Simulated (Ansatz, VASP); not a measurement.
## HfC: VASP beside Ansatz

```
Hf C
1.0
    -0.00226    2.52398    2.51836
     2.52036   -0.00111    2.51722
     5.04277    5.04772   -0.00428
Hf C
2 2
Direct
  0.99693 0.01430 0.00200
  0.99674 0.01449 0.50201
  0.24717 0.26423 0.12710
  0.24697 0.26443 0.62711
```

Change from the starting cell: atoms moved at random (sigma 0.15 Å), then relaxed.

Alike in both runs: functional PBE; k mesh 8 × 8 × 8; occupations gaussian, width 0.05 eV; no spin polarisation.

Ansatz relaxed the structure, and its values are those at the end. VASP's run is a single point on that final structure, the one shown.

```csv
,VASP,Ansatz
version,VASP 6.6.1,Ansatz 0.2.0
potentials or method,"VASP PAW PBE potentials, release 64 (Hf_pv, C), cutoff 520 eV","scalar-relativistic, plane waves, PAW"
valence electrons in the cell,28,60
```

```csv
,VASP,Ansatz,Ansatz less VASP
gap on the k mesh at the Fermi level (eV),0.29,0.28,-0.004
least direct gap on the mesh (eV),0.29,0.28,-0.004
pressure (GPa),-0.3,0.0,+0.37
```

The functional is the same, so the differences come from potentials, cutoffs and numerics. VASP's potentials hold 28 valence electrons a cell and Ansatz's 60, so a difference there can come from the potentials and not from the codes.

Neither program's run includes spin-orbit coupling.
